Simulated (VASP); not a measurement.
InCuO: single point with PBE

InCuO:

```
In Cu O
1.0
     2.89880    0.00000    0.00000
     0.00000    2.89880    0.00000
     0.00000    0.00000    6.39776
In Cu O
1 1 1
Cartesian
  0.0000 0.0000 0.0000
  1.4494 1.4494 3.1989
  0.0000 0.0000 3.1989
```

The cell was generated, and may not be a known phase.

```
Program             : VASP 6.6.1
Task                : single point
Functional          : PBE
Potentials or basis : VASP PAW PBE potentials, release 64 (In_d, Cu_sv_GW, O)
Cutoff              : 820 eV
k mesh              : 6 × 6 × 4
Occupations         : gaussian, width 0.1 eV
Spin                : collinear spin
Starting moments    : [0.0, 1.0, 0.0] μB
```

| Quantity | Value |
| --- | --- |
| Pressure | -3.5 GPa |
| Band gap on the k mesh | zero (filled and empty bands overlap) |
| Net moment | 0.00 μB per cell |
| Valence electrons inside the program's atomic spheres | In 11.36; Cu 17.40; O 4.89 |

Stress tensor (GPa, compression positive):
```
-1.92  0.00  0.00
 0.00 -1.92  0.00
 0.00  0.00 -6.75
```

Levels at points of the mesh, in eV from the Fermi level:
Spin up:
```tsv
k point	band 17	band 18	band 19	band 20	band 21	band 22
(0.00, 0.00, 0.00)	-1.90	-1.79	-1.79	0.25	2.02	9.38
(0.50, 0.00, 0.00)	-1.65	-1.13	-0.67	1.30	3.20	3.27
(0.50, 0.50, 0.00)	-1.41	-1.25	0.36	0.36	1.07	3.72
(0.00, 0.00, 0.50)	-1.90	-1.79	-1.79	-0.82	4.23	5.92
(0.50, 0.00, 0.50)	-1.73	-1.31	-0.54	1.30	2.06	5.03
(0.50, 0.50, 0.50)	-1.41	-1.25	0.38	0.38	1.46	4.37
```
Spin down:
| k point | band 15 | band 16 | band 17 | band 18 | band 19 | band 20 | band 21 | band 22 | band 23 | band 24 |
| --- | --- | --- | --- | --- | --- | --- | --- | --- | --- | --- |
| (0.00, 0.00, 0.00) | -2.69 | -1.96 | -1.90 | -1.79 | -1.79 | 0.25 | 2.02 | 9.38 | 9.45 | 9.45 |
| (0.50, 0.00, 0.00) | -3.23 | -1.73 | -1.65 | -1.13 | -0.67 | 1.30 | 3.20 | 3.27 | 7.18 | 7.47 |
| (0.50, 0.50, 0.00) | -2.23 | -1.88 | -1.41 | -1.24 | 0.36 | 0.36 | 1.07 | 3.72 | 6.79 | 6.83 |
| (0.00, 0.00, 0.50) | -2.69 | -2.69 | -1.90 | -1.79 | -1.79 | -0.82 | 4.23 | 5.93 | 9.44 | 9.44 |
| (0.50, 0.00, 0.50) | -2.94 | -1.97 | -1.73 | -1.31 | -0.54 | 1.30 | 2.06 | 5.03 | 5.70 | 9.20 |
| (0.50, 0.50, 0.50) | -2.28 | -1.87 | -1.41 | -1.24 | 0.38 | 0.38 | 1.46 | 4.37 | 4.53 | 6.06 |

It took 2.3 min on 1 thread of AMD EPYC 9R14 (Zen 4) (shared host), peak memory 0.33 GiB.

Caveat: the k points lie up to 0.36 Å⁻¹ apart, too coarse for converged energies and pressures of a metal; spin-orbit coupling is left out, which moves the levels of the heavy elements. With open d or f shells a metallic result of PBE can be an artefact of self-interaction; +U or a hybrid may open a gap.
